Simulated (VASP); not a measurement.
Write the native input for VASP 6.6.1 that does the following.

```
Task                   : single point
Functional             : PBE
Potentials or basis    : VASP PAW PBE potentials, release 64 (V_sv)
Cutoff                 : 520 eV
k mesh                 : 22 × 22 × 22
Occupations            : gaussian, width 0.15 eV
Spin                   : no spin polarisation
Dipole correction      : no
Further INCAR settings : ALGO = Fast; EDIFF = 1e-06; NBANDS = 12
```

The structure of V lies in POSCAR:

```
V
1.0
    0.0000000000      1.8950000000      1.9518500000
    1.8950000000      0.0000000000      1.9518500000
    1.8950000000      1.8950000000      0.0000000000
V
1
Direct
    0.0000000000      0.0000000000      0.0000000000
```

This cell differs from its parent crystal: strain +0.000 along x and y, +0.030 along z.

These files were run (other wordings do the same):

INCAR

```
SYSTEM = V
  ALGO = Fast
  EDIFF = 1E-6
  ENCUT = 520
  GGA = PE
  ISIF = 2
  ISMEAR = 0
  LASPH = .TRUE.
  LCHARG = .FALSE.
  LREAL = .FALSE.
  LWAVE = .FALSE.
  NBANDS = 12
  NELM = 80
  PREC = Accurate
  SIGMA = 0.15
```

KPOINTS

```
k-points
0
G
  22 22 22
  0 0 0
```

Potentials or basis: VASP PAW PBE potentials, release 64 (V_sv).

Launch:

```bash
$ cat potpaw_PBE.64/V_sv/POTCAR > POTCAR
$ mpirun -np 1 vasp_std > vasp.out
```

It gave:

The pressure is -1.3 GPa.

Caveat: the cell differs from its parent crystal (strain +0.000 along x and y, +0.030 along z).

Run time: 96 s on 1 thread of AMD EPYC 7R13 Processor (Zen 3), with other jobs on the host, peak memory 0.21 GiB.
